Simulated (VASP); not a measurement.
Set up this calculation in VASP 6.6.1, as the native input.

```yaml
Task: single point
Functional: PBE
Potentials_or_basis: VASP PAW PBE potentials, release 64 (Si)
Cutoff: 520 eV
k_mesh: 14 × 14 × 1
Occupations: fermi-dirac, width 0.05 eV
Spin: no spin polarisation
Dipole_correction: yes
Further_INCAR_settings: ALGO = Normal; EDIFF = 1e-06; NBANDS = 18
```

The structure of Si lies in POSCAR:

```
Si
1.0
    2.7375048443      0.0000000000      0.0000000000
   -1.3687524222      2.3707487382      0.0000000000
    0.0000000000      0.0000000000     24.9407000000
Si
5
Direct
    0.8333333333      0.1666666667      0.3272826406
    0.1666666667      0.8333333333      0.4130049301
    0.5000000000      0.5000000000      0.5000001015
    0.8333333333      0.1666666667      0.5869949715
    0.1666666667      0.8333333333      0.6727173563
```

These files were run (other wordings do the same):

INCAR

```
PREC = Accurate
ENCUT = 520
EDIFF = 1E-6
ISMEAR = -1
SIGMA = 0.05
LREAL = False
LASPH = True
NELM = 100
ALGO = Normal
ISIF = 2
LWAVE = False
LCHARG = True
LDIPOL = True
IDIPOL = 3
DIPOL = 0.5 0.5 0.500
GGA = PE
LELF = True
LVHAR = True
LVACPOTAV = True
NBANDS = 18
```

KPOINTS

```
regular mesh
0
Gamma
  14 14 1
```

Potentials or basis: VASP PAW PBE potentials, release 64 (Si).

Run with:

```console
$ cat potpaw_PBE.64/Si/POTCAR > POTCAR
$ mpirun -np 1 vasp_std > vasp.out
```

Results of the run:

```
Largest force          : 0.007 eV/Å
Band gap on the k mesh : zero (bands 10 and 11 overlap by 6.74 eV)
```

Run time: 3.6 min on 1 thread of Intel Xeon 8259CL, with other jobs on the host, peak memory 0.26 GiB.
